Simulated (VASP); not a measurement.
# H4C in VASP: a series of runs

Runs on H4C. Level: PBE+D3(BJ). Tasks: single point.

All numbers are computed with VASP 6.6.1; they aren't measurements. Logs are shortened: lines on timing, memory, paths and dates and some standing lists are left out, and cuts for length are marked.

**1. The cell of the first run**

The cell holds an amorphous packing of atoms, 30 atoms: a = 7.891 Å, b = 7.891 Å, c = 7.891 Å, α = 90.00°, β = 90.00°, γ = 90.00°.

**2. Single point, PBE+D3(BJ)**

INCAR

```
SYSTEM = H4C
ALGO     = Normal         ! electronic algorithm
EDIFF    = 1E-6           ! SCF threshold, eV
ENCUT    = 520            ! plane-wave cutoff, eV
GGA      = PE             ! functional
ISIF     = 2              ! what is computed and relaxed
ISMEAR   = -1             ! smearing method
IVDW     = 12             ! dispersion correction
LASPH    = .TRUE.         ! aspherical terms in the spheres
LCHARG   = .FALSE.        ! write CHGCAR
LREAL    = Auto         
LWAVE    = .FALSE.        ! write WAVECAR
NBANDS   = 45             ! bands
NELM     = 100            ! most SCF steps
PREC     = Accurate       ! precision mode
SIGMA    = 0.05           ! smearing width, eV
```

KPOINTS

```
k-points
0
G
  1 1 1
  0 0 0
```

POSCAR

```
H4C
1.0
    7.8912360000      0.0000000000      0.0000000000
    0.0000000000      7.8912360000      0.0000000000
    0.0000000000      0.0000000000      7.8912360000
C H
6 24
Direct
    0.2082816938      0.1488486721      0.4577356450
    0.5617877858      0.9255457573      0.1321085822
    0.9295375275      0.5770705628      0.4567218621
    0.9204514983      0.2264917688      0.8758957405
    0.4176658764      0.4410208996      0.8479786943
    0.8920782498      0.6870660059      0.8893790529
    0.2527994347      0.0260922370      0.5137598217
    0.1601650236      0.2382136335      0.5467077654
    0.0980961664      0.1249740852      0.3693591219
    0.3185432548      0.2002094475      0.3929929355
    0.6522552361      0.9832173312      0.2121340687
    0.4362307755      0.9262300608      0.1803646476
    0.5960916642      0.8033215582      0.0815715054
    0.5692771069      1.0027833409      0.0194012700
    0.9000998069      0.5635112167      0.3208496109
    1.0623684300      0.6057986353      0.4581918473
    0.9028116761      0.4592436470      0.5258491826
    0.8500442770      0.6652443293      0.5172953895
    0.9433629916      0.1113387054      0.9527278110
    0.7916377105      0.2666248988      0.9102122912
    0.9211611464      0.1956600968      0.7300504002
    1.0099178380      0.3244105233      0.8988579229
    0.5390790492      0.5037233711      0.8690527061
    0.4286907653      0.3178969682      0.7745301243
    0.3462068553      0.5297522467      0.7656215072
    0.3445594581      0.4223292777      0.9697213466
    0.8433659822      0.7398207328      1.0061795136
    0.8304782673      0.5616990798      0.8874782100
    1.0373026482      0.6919955252      0.9123158907
    0.8641865482      0.7684094101      0.7770519092
```

Potentials or basis: VASP PAW PBE potentials, release 64 (C, H).

Run with:

```console
cat potpaw_PBE.64/C/POTCAR potpaw_PBE.64/H/POTCAR > POTCAR
mpirun -np 1 vasp_gam > vasp.out
```

OUTCAR:

```text
SYSTEM = H4C
   EDIFF = 1E-6
   ENCUT = 520
   GGA = PE
   ISIF = 2
   ISMEAR = -1
   IVDW = 12
   LASPH = .TRUE.
   LREAL = Auto
   NELM = 100
   PREC = Accurate
 IVDW          = 12

 ion  position               nearest neighbor table
   1  0.208  0.149  0.458-   8 1.07  10 1.09   7 1.12   9 1.13
   2  0.562  0.926  0.132-  11 1.06  12 1.06  13 1.08  14 1.08
   3  0.930  0.577  0.457-  18 1.05  16 1.07  17 1.10  15 1.10
   4  0.920  0.226  0.876-  22 1.06  20 1.10  19 1.11  21 1.18
   5  0.418  0.441  0.848-  23 1.09  25 1.11  26 1.13  24 1.13
   6  0.892  0.687  0.889-  27 1.08  28 1.10  30 1.12  29 1.16
   7  0.253  0.026  0.514-   1 1.12
   8  0.160  0.238  0.547-   1 1.07
   9  0.098  0.125  0.369-   1 1.13
  10  0.319  0.200  0.393-   1 1.09
  11  0.652  0.983  0.212-   2 1.06
  12  0.436  0.926  0.180-   2 1.06
[... 16 lines left out ...]
  29  0.037  0.692  0.912-   6 1.16
  30  0.864  0.768  0.777-   6 1.12

  LATTYP: Found a simple cubic cell.
 ALAT       =     7.8912360000

  Lattice vectors:

 A1 = (   7.8912360000,   0.0000000000,   0.0000000000)
 A2 = (   0.0000000000,   7.8912360000,   0.0000000000)
 A3 = (   0.0000000000,   0.0000000000,   7.8912360000)

Analysis of symmetry for initial positions (statically):
=====================================================================
 Subroutine PRICEL returns:
 Original cell was already a primitive cell.

 Routine SETGRP: Setting up the symmetry group for a
 simple cubic supercell.

 Subroutine GETGRP returns: Found  1 space group operations
 (whereof  1 operations were pure point group operations)
 out of a pool of 48 trial point group operations.

The static configuration has the point symmetry C_1 .

Analysis of symmetry for dynamics (positions and initial velocities):
=====================================================================
 Subroutine PRICEL returns:
 Original cell was already a primitive cell.

 Routine SETGRP: Setting up the symmetry group for a
 simple cubic supercell.

 Subroutine GETGRP returns: Found  1 space group operations
 (whereof  1 operations were pure point group operations)
 out of a pool of 48 trial point group operations.

The dynamic configuration has the point symmetry C_1 .

 Subroutine INISYM returns: Found  1 space group operations
 (whereof  1 operations are pure point group operations),
 and found     1 'primitive' translations

----------------------------------------------------------------------------------------

                                     Primitive cell

  volume of cell :     491.3999

  direct lattice vectors                    reciprocal lattice vectors
     7.891236000  0.000000000  0.000000000     0.126722861  0.000000000  0.000000000
     0.000000000  7.891236000  0.000000000     0.000000000  0.126722861  0.000000000
     0.000000000  0.000000000  7.891236000     0.000000000  0.000000000  0.126722861

  length of vectors
     7.891236000  7.891236000  7.891236000     0.126722861  0.126722861  0.126722861

  position of ions in fractional coordinates (direct lattice)
     0.208281694  0.148848672  0.457735645
     0.561787786  0.925545757  0.132108582
     0.929537528  0.577070563  0.456721862
     0.920451498  0.226491769  0.875895740
     0.417665876  0.441020900  0.847978694
     0.892078250  0.687066006  0.889379053
[... 22 lines left out ...]
     0.037302648  0.691995525  0.912315891
     0.864186548  0.768409410  0.777051909

  ion indices of the primitive-cell ions
   primitive index   ion index
                 1           1
                 2           2
                 3           3
                 4           4
                 5           5
                 6           6
[... 22 lines left out ...]
                29          29
                30          30

----------------------------------------------------------------------------------------

 KPOINTS: k-points

Automatic generation of k-mesh.
 Grid dimensions read from file:
 generate k-points for:    1    1    1

 Generating k-lattice:

  Cartesian coordinates                     Fractional coordinates (reciprocal lattice)
     0.126722861  0.000000000  0.000000000     1.000000000  0.000000000  0.000000000
     0.000000000  0.126722861  0.000000000     0.000000000  1.000000000  0.000000000
     0.000000000  0.000000000  0.126722861     0.000000000  0.000000000  1.000000000

  Length of vectors
     0.126722861  0.126722861  0.126722861

  Shift w.r.t. Gamma in fractional coordinates (k-lattice)
     0.000000000  0.000000000  0.000000000

 Subroutine IBZKPT returns following result:
 ===========================================

 Found      1 irreducible k-points:

 Following reciprocal coordinates:
            Coordinates               Weight
  0.000000  0.000000  0.000000      1.000000
   k-points           NKPTS =      1   k-points in BZ     NKDIM =      1   number of bands    NBANDS=     45
   number of dos      NEDOS =    301   number of ions     NIONS =     30
   total plane-waves  NPLWV = 216000
   dimension x,y,z NGX =    60 NGY =   60 NGZ =   60
   dimension x,y,z NGXF=   120 NGYF=  120 NGZF=  120
   ions per type =               6  24
   NGX,Y,Z   is equivalent  to a cutoff of  12.64, 12.64, 12.64 a.u.
   NGXF,Y,Z  is equivalent  to a cutoff of  25.28, 25.28, 25.28 a.u.
 SYSTEM =  H4C
   PREC   = accura    normal or accurate (medium, high low for compatibility)
   ISTART =      0    job   : 0-new  1-cont  2-samecut
   ICHARG =      2    charge: 1-file 2-atom 10-const
   ISPIN  =      1    spin polarized calculation?
   LNONCOLLINEAR =      F non collinear calculations
   LSORBIT =      F    spin-orbit coupling
   LASPH  =      T    aspherical Exc in radial PAW
   ENCUT  =  520.0 eV  38.22 Ry    6.18 a.u.  14.67 14.67 14.67*2*pi/ulx,y,z
   NELM   =    100;   NELMIN=  2; NELMDL= -5     # of ELM steps
   EDIFF  = 0.1E-05   stopping-criterion for ELM
   LREAL  =      T    real-space projection
   EDIFFG = 0.1E-04   stopping-criterion for IOM
   NSW    =      0    number of steps for IOM
   IBRION =     -1    ionic relax: 0-MD 1-quasi-New 2-CG
   NFREE  =      0    steps in history (QN), initial steepest desc. (CG)
   ISIF   =      2    stress and relaxation
   ISYM   =      2    0-nonsym 1-usesym 2-fastsym
   POTIM  = 0.5000    time-step for ionic-motion
   TEBEG  =    0.0;   TEEND  =   0.0 temperature during run
   PSTRESS=    0.0 pullay stress
   NELECT =      48.0000    total number of electrons
   NUPDOWN=      -1.0000    fix difference up-down
   EMIN   =  10.00;   EMAX   =-10.00  energy-range for DOS
   EFERMI =   0.00;   METHOD = LEGACY
   ISMEAR =    -1;   SIGMA  =   0.05  broadening in eV -4-tet -1-fermi 0-gaus
   EFERMI_NEDOS =   21; number of points for ismear=-14 and -15
   IALGO  =     38    algorithm
   IMIX   =      4    mixing-type and parameters
     AMIX     =   0.40;   BMIX     =  1.00
     AMIX_MAG =   1.60;   BMIX_MAG =  1.00
  volume/ion in A,a.u.               =      16.38       110.54
  Fermi-wavevector in a.u.,A,eV,Ry     =   0.753952  1.424762  7.734140  0.568443
  Thomas-Fermi vector in A             =   1.851508
   LORBIT       =      0    0 simple, 1 ext, 2 COOP (PROOUT), +10 PAW based schemes
   GGA     = PE    functional components
   LHFCALC =     F    Hartree Fock is set to
   AEXX    =    0.0000 exact exchange contribution
   IVDW    =    12    specifies the selected vdW correction
   LEPSILON=     F    determine dielectric tensor
   LRPA    =     F    only Hartree local field effects (RPA)
 non-spin polarized calculation
  energy-cutoff  :      520.00
  volume of cell :      491.40
 maximum number of plane-waves:      6603
 NGX is ok and might be reduce to    60
   NGX = 29   NGY = 29   NGZ = 29

 number of electron      48.0000001 magnetization

 Free energy of the ion-electron system (eV)
  ---------------------------------------------------
  ext. energy  EPLUGINS =         0.00000000
  ---------------------------------------------------
  free energy    TOTEN  =      -143.42801040 eV

  energy without entropy =     -143.42801040  energy(sigma->0) =     -143.42801040

 E-fermi :  -5.6709     XC(G=0):  -4.7272

 val. band max:       -6.8604036750   @ k =   0.0000   0.0000   0.0000
 cond. band min:      -0.1018855004   @ k =   0.0000   0.0000   0.0000
 fundamental gap:      6.7585181747
 Fermi energy:        -5.6709026989

 k-point     1 :       0.0000    0.0000    0.0000
  band No.  band energies     occupation
      1     -15.7116      2.00000
      2     -15.5775      2.00000
      3     -15.4241      2.00000
      4     -15.3915      2.00000
      5     -15.2948      2.00000
      6     -15.1997      2.00000
[... 28 lines left out ...]
     35       3.4946      0.00000
     36       3.7152      0.00000
 [bands above 36 left out]

------------------------ aborting loop because EDIFF is reached ----------------------------------------

 Edisp (eV)   -0.60388

 E8    (eV) :    -0.1243

  FORCE on cell =-STRESS in cart. coord.  units (eV):
  Direction    XX          YY          ZZ          XY          YZ          ZX
  --------------------------------------------------------------------------------------
  -------------------------------------------------------------------------------------
  Total      -0.18197     1.35589    -2.85784    -1.27620     1.90473    -0.12174
  in kB      -0.59331     4.42080    -9.31779    -4.16098     6.21024    -0.39694
  external pressure =       -1.83 kB  Pullay stress =        0.00 kB

 VOLUME and BASIS-vectors are now :
 -----------------------------------------------------------------------------
  energy-cutoff  :      520.00
  volume of cell :      491.40
      direct lattice vectors                 reciprocal lattice vectors
     7.891236000  0.000000000  0.000000000     0.126722861  0.000000000  0.000000000
     0.000000000  7.891236000  0.000000000     0.000000000  0.126722861  0.000000000
     0.000000000  0.000000000  7.891236000     0.000000000  0.000000000  0.126722861

 POSITION                                       TOTAL-FORCE (eV/Angst)
 -----------------------------------------------------------------------------------
      1.64360      1.17460      3.61210        -0.375537     -1.478556     -0.967629
      4.43320      7.30370      1.04250         0.120724      0.047254     -1.567909
      7.33520      4.55380      3.60410        -0.030414     -1.569093     -1.001677
      7.26350      1.78730      6.91190        -1.074327     -1.566259     -1.800588
      3.29590      3.48020      6.69160        -0.963220     -0.416272     -0.362141
      7.03960      5.42180      7.01830         1.418466      0.498979      0.280423
[... 22 lines left out ...]
      0.29436      5.46070      7.19930        -1.600594     -0.674423     -0.552714
      6.81950      6.06370      6.13190        -0.094113     -0.488063      0.689588
 -----------------------------------------------------------------------------------
    total drift:                                0.002102      0.017693     -0.018481

  FREE ENERGIE OF THE ION-ELECTRON SYSTEM (eV)
  ---------------------------------------------------
  free  energy   TOTEN  =      -144.0318929704 eV

  energy  without entropy=     -144.0318929703  energy(sigma->0) =     -144.03189297
```

Wall time 27 s (1 thread of Intel Xeon 6975P-C (Granite Rapids), shared host); peak memory 0.43 GiB.

Results:

* Free energy: -144.0319 eV
* Pressure: -0.2 GPa
* Largest force: 2.617 eV/Å
* Band gap on the k mesh: 6.76 eV
* Dispersion energy per atom: -0.020 eV

Forces in eV/Å, atoms in the order of the input:
```
C   -0.376 -1.479 -0.968
C    0.121  0.047 -1.568
C   -0.030 -1.569 -1.002
C   -1.074 -1.566 -1.801
C   -0.963 -0.416 -0.362
C    1.418  0.499  0.280
H   -0.557  0.679  0.009
H   -0.037  0.511  1.033
H    0.989 -0.011  0.288
H    0.006  0.296 -0.391
H    0.911  0.068  1.246
H   -0.981  0.035  0.537
H    0.251 -0.724  0.437
H   -0.406  0.618 -0.609
H   -0.365 -0.095  0.270
H    0.722  0.353  0.528
H    0.289 -0.221 -0.294
H   -0.616  1.475  0.386
H    0.299  0.276 -0.406
H    0.063  0.210 -0.126
H    0.008  0.236  2.050
H    0.738  0.685  0.319
H    0.238 -0.306  0.202
H    0.116  0.907  0.764
H   -0.058 -0.256  0.245
H    0.639  0.071 -0.852
H   -0.335  0.726  0.196
H    0.685  0.114 -0.550
H   -1.601 -0.674 -0.553
H   -0.094 -0.488  0.690
```

Caveat: the k points lie up to 0.80 Å⁻¹ apart.

**3. Single point, PBE+D3(BJ)**

INCAR

```
SYSTEM = H4C
PREC = Accurate
ENCUT = 520
EDIFF = 1E-6
ISMEAR = -1
SIGMA = 0.05
LREAL = Auto
LASPH = .TRUE.
NELM = 80
ALGO = Normal
ISIF = 2
LWAVE = .FALSE.
LCHARG = .FALSE.
GGA = PE
IVDW = 12
NBANDS = 45
```

KPOINTS

```
regular mesh
0
G
  1 1 1
  0 0 0
```

POSCAR

```
H4C
1.0
    7.8912360000      0.0000000000      0.0000000000
    0.0000000000      7.8912360000      0.0000000000
    0.0000000000      0.0000000000      7.8912360000
C H
6 24
Direct
    0.2133379359      0.1348457960      0.4549984312
    0.5871830471      0.9948631621      0.1073215907
    0.9313623366      0.5543364816      0.4300720445
    0.9136338084      0.2445117596      0.8643766325
    0.4264731152      0.4240907255      0.8584713472
    0.9096800552      0.7169219119      0.9048138973
    0.2327518782      0.0334294906      0.5503066947
    0.1591639130      0.2381375997      0.5374443243
    0.1208429199      0.0959925669      0.3604758494
    0.3303158086      0.1864093280      0.3914849334
    0.6971151287      1.0320816663      0.1791354358
    0.4636536026      1.0374040264      0.1571997086
    0.5968266568      0.8564057646      0.1462635258
    0.6037077081      1.0265565496     -0.0320228669
    0.9781484168      0.5088556469      0.3092037800
    1.0375434216      0.6205871932      0.4995541890
    0.8894043975      0.4545675734      0.5108451959
    0.8344320205      0.6514568820      0.4056652215
    0.8822572281      0.2221578470      1.0005150017
    0.8000014193      0.3125999527      0.8110896696
    0.9462522728      0.1315129848      0.7978978198
    1.0335389792      0.3299863291      0.8722714667
    0.5373302737      0.5087035795      0.8795707035
    0.4708261165      0.2981915634      0.8373086295
    0.3541650510      0.4784168158      0.7524930188
    0.3511997360      0.4342792435      0.9787693588
    0.8568112777      0.6981162393      1.0352877547
    0.9475575182      0.6050763150      0.8225834331
    1.0242628658      0.7869743092      0.9019372884
    0.8033849197      0.7789780967      0.8419466862
```

Potentials or basis: VASP PAW PBE potentials, release 64 (C, H).

Run with:

```console
cat potpaw_PBE.64/C/POTCAR potpaw_PBE.64/H/POTCAR > POTCAR
mpirun -np 1 vasp_gam > vasp.out
```

Run time: 28 s. Hardware: 1 thread of Intel Xeon 6975P-C (Granite Rapids), shared host; peak memory 0.43 GiB.

It converged, with:

```yaml
Free_energy: -143.9853 eV
Pressure: -1.0 GPa
Largest_force: 2.707 eV/Å
Band_gap_on_the_k_mesh: 6.56 eV
Dispersion_energy_per_atom: -0.020 eV
```

Forces on the atoms (eV/Å):
```
C    0.172  1.067  1.044
C   -0.174 -1.521 -0.225
C    1.090  1.683  0.217
C    0.511  2.282  1.363
C   -0.130  1.875  1.091
C   -0.952 -1.361 -0.476
H    0.441 -0.020 -0.667
H    0.173 -0.332 -0.816
H   -0.176 -0.068 -0.135
H   -0.613 -0.639  0.587
H    0.316  1.256  0.321
H    0.476  0.311 -0.053
H   -0.506  0.571 -1.222
H   -0.153 -0.649  1.207
H    0.153 -0.285 -0.242
H   -0.540 -0.410 -0.543
H   -0.564 -0.760  0.395
H   -0.136 -0.246  0.149
H    0.104 -0.316 -0.607
H    1.003 -0.405  0.049
H   -0.009 -0.827 -0.394
H   -1.552 -0.841 -0.442
H   -0.219 -0.316 -0.163
H    0.096 -0.904 -0.248
H   -0.015 -0.323  0.048
H    0.235 -0.284 -0.729
H    0.871 -0.564 -0.642
H   -0.836  0.328  1.218
H    0.741  1.272  0.361
H    0.193  0.425 -0.447
```

Stress tensor (GPa, compression positive):
```
-1.32  0.20  0.45
 0.20  0.30  0.25
 0.45  0.25 -1.85
```

Levels at points of the mesh, in eV from the valence-band top:
```
           k point  band 22  band 23  band 24  band 25  band 26  band 27
(0.00, 0.00, 0.00)    -0.48    -0.24     0.00     6.56     8.62     8.64
```

Caveat: the k points lie up to 0.80 Å⁻¹ apart.

(Continued in part 2 of 2.)
